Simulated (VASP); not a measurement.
The system is C3N2.

```
CELL_PARAMETERS angstrom
3.73862 0.00000 0.00000
-1.86931 3.23774 0.00000
0.00000 0.00000 4.59089
ATOMIC_POSITIONS crystal
C 0.00000 0.00000 0.74540
C 0.00000 0.00000 0.25460
C 0.66667 0.33333 0.00000
N 0.66667 0.33333 0.50000
N 0.33333 0.66667 0.00000
```

| Item | Value |
| --- | --- |
| Program | VASP 6.6.1 |
| Task | relaxation of cell and atoms |
| Functional | PBE |
| Potentials or basis | VASP PAW PBE potentials, release 64 (C, N) |
| Cutoff | 600 eV |
| k mesh | 6 × 6 × 4 |
| Occupations | gaussian, width 0.1 eV |
| Spin | collinear spin, ferromagnetic start |
| Starting moments | [1.0, 1.0, 1.0, 1.0, 1.0] μB |

At the start: pressure -27.5 GPa; volume 11.11 Å³/atom.

Question: Where does the relaxation end?

Answer: Over 35 steps the energy falls by 2065.7 meV/atom and the volume is 6.94 Å³/atom (-37.5 %); space group P-6m2 (No. 187, to 0.05 Å); moment 0.00 μB per cell.

Step by step:
```tsv
step	energy change (eV)	largest force (eV/Å)	pressure (GPa)	volume (Å³)
1	0.0000	0.8650	-27.47	55.57
2	-2.2025	2.3853	-14.51	41.61
3	-2.4895	3.0867	1.37	37.14
4	-3.8033	4.0881	17.48	34.51
5	193.4876	985.6698	914.90	27.37
6	-3.4611	4.6767	16.25	34.46
7	2.0308	46.3665	127.65	30.78
8	-3.5159	4.5711	18.45	34.19
9	-3.6739	3.1282	44.29	32.45
10	-3.8135	3.1482	26.24	33.44
11	-3.8444	0.1053	35.80	32.84
12	-3.8666	1.5827	31.25	33.09
13	-3.5369	11.2700	42.78	34.44
14	-4.0124	1.9982	33.40	33.63
15	-4.6460	1.1948	13.85	36.77
16	-4.9879	0.1370	-7.23	41.90
17	-4.9901	0.0015	-8.95	42.52
18	-5.2532	1.1193	-9.86	42.44
19	-5.9351	3.9040	-11.79	41.78
20	-8.0626	1.3064	-15.58	38.85
21	-1.5463	6.1319	191.42	28.45
22	-8.8919	0.2773	-7.31	37.44
23	-9.5399	3.5467	4.30	35.42
24	-8.3697	5.2609	65.76	32.12
25	-9.5994	3.9914	15.02	34.61
26	-9.7798	3.6368	13.92	34.96
27	-9.8041	3.0277	13.48	35.15
28	-9.8099	3.3085	13.45	35.09
29	-9.9781	2.6568	6.83	35.49
30	-10.2085	0.6915	-10.27	36.69
31	-10.2100	0.5342	-11.48	36.79
32	-10.2591	0.3661	-8.99	36.28
33	-10.3260	0.1928	-0.62	34.80
34	-10.3261	0.2087	-0.40	34.76
35	-10.3284	0.0348	0.09	34.71
```

Final structure:
```
C N
1.0
     2.40117    0.00000    0.00000
    -1.20058    2.07947    0.00000
     0.00000    0.00000    6.95164
C N
3 2
Direct
  0.00000 0.00000 0.64711
  0.00000 0.00000 0.35289
  0.66667 0.33333 0.00000
  0.66667 0.33333 0.50000
  0.33333 0.66667 0.00000
```

Caveat: the volume moved by over 15 % at a fixed basis, so the end points are rough.
